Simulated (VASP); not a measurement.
A run of VASP 6.6.1 is set up as follows.

The input INCAR:

```
  ALGO = Normal
  EDIFF = 1E-6
  ENCUT = 520
  GGA = PS
  ISIF = 2
  ISMEAR = -1
  LASPH = True
  LCHARG = False
  LREAL = False
  LWAVE = False
  NBANDS = 17
  NELM = 80
  PREC = Accurate
  SIGMA = 0.08
```

Contents of KPOINTS:

```
k-points
0
Gamma
  8 8 6
```

Contents of POSCAR:

```
Ca
1.0
    1.9103090758     -3.3118063637      0.0000000000
    1.9103090758      3.3118063637      0.0000000000
    0.0000000000      0.0000000000      6.2630075585
Ca
2
Direct
    0.8335336331      0.1664663669      0.2500000000
    0.1664663669      0.8335336331      0.7500000000
```

Potentials or basis: VASP PAW PBE potentials, release 64 (Ca_sv).

The run is started by

```bash
$ cat potpaw_PBE.64/Ca_sv/POTCAR > POTCAR
$ mpirun -np 1 vasp_std > vasp.out
```

Question: Predict the pressure.

Answer: 0.6 GPa.

Question: What does it give for the band gap on the k mesh?

Answer: Zero (band 10 reaches 2.43 eV, above the bottom of band 11 at 2.02 eV).

Stress tensor (GPa, compression positive):
```
0.55 0.00 0.00
0.00 0.53 0.00
0.00 0.00 0.65
```

Caveat: the PAW data sets were made with another functional, which shifts forces and pressure a little.
